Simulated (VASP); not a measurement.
Here is a VASP 6.6.1 calculation.

File POSCAR:

```
BaTiO3
1.0
    3.9918001264      0.0000000000      0.0000000000
    0.0000000000      3.9918001264      0.0000000000
    0.0000000000      0.0000000000      4.0240466844
Ba Ti O
1 1 3
Direct
    0.5000000000      0.5000000000      0.5776388131
    0.0000000000      0.0000000000      0.0874837778
    0.0000000000      0.5000000000      0.0674456927
    0.5000000000      0.0000000000      0.0674456927
    0.0000000000      0.0000000000      0.5599830137
```

Contents of INCAR.step1:

```
SYSTEM = BaTiO3
ALGO = Normal
EDIFF = 1E-4
ENCUT = 520
GGA = PE
ISMEAR = 0
LASPH = .True.
LCHARG = .False.
LDAU = .True.
LDAUJ = 0 0 0
LDAUL = -1 2 -1
LDAUTYPE = 2
LDAUU = 0 4 0
LMAXMIX = 4
LREAL = .False.
LWAVE = .True.
NBANDS = 28
NELM = 150
PREC = Accurate
SIGMA = 0.02
```

INCAR.step2

```
SYSTEM = BaTiO3
ALGO = Normal
EDIFF = 1E-7
ENCUT = 520
ISIF = 2
ISMEAR = 0
ISTART = 1
LASPH = .True.
LCHARG = .False.
LDAU = .True.
LDAUJ = 0 0 0
LDAUL = -1 2 -1
LDAUPRINT = 1
LDAUTYPE = 2
LDAUU = 0 4 0
LMAXMIX = 4
LMIXTAU = .True.
LREAL = .False.
LWAVE = .False.
METAGGA = R2SCAN
NBANDS = 28
NELM = 150
PREC = Accurate
SIGMA = 0.02
```

File KPOINTS:

```
k-points
0
Gamma
  6 6 6
  0 0 0
```

Potentials or basis: VASP PAW PBE potentials, release 64 (Ba_sv, Ti_sv, O).

Launch:

```sh
$ cat potpaw_PBE.64/Ba_sv/POTCAR potpaw_PBE.64/Ti_sv/POTCAR potpaw_PBE.64/O/POTCAR > POTCAR
$ cp INCAR.step1 INCAR
$ mpirun -np 1 vasp_std > vasp.out
$ cp INCAR.step2 INCAR
$ mpirun -np 1 vasp_std > vasp.out
```

Q: Estimate the pressure.

A: 4.9 GPa.

Q: What does it give for the largest force?

A: 0.413 eV/Å.

Q: What does it give for the band gap on the k mesh?

A: 2.70 eV (least direct gap 3.00 eV).

Forces on the atoms (eV/Å):
```
Ba   0.000  0.000 -0.016
Ti   0.000  0.000 -0.412
O    0.000  0.000  0.008
O    0.000  0.000  0.008
O    0.000  0.000  0.413
```

Caveat: the cell stands under pressure; the PAW data sets were made with another functional, which shifts forces and pressure a little; spin-orbit coupling is left out, which moves the levels of the heavy elements. A k mesh can miss the band edges.
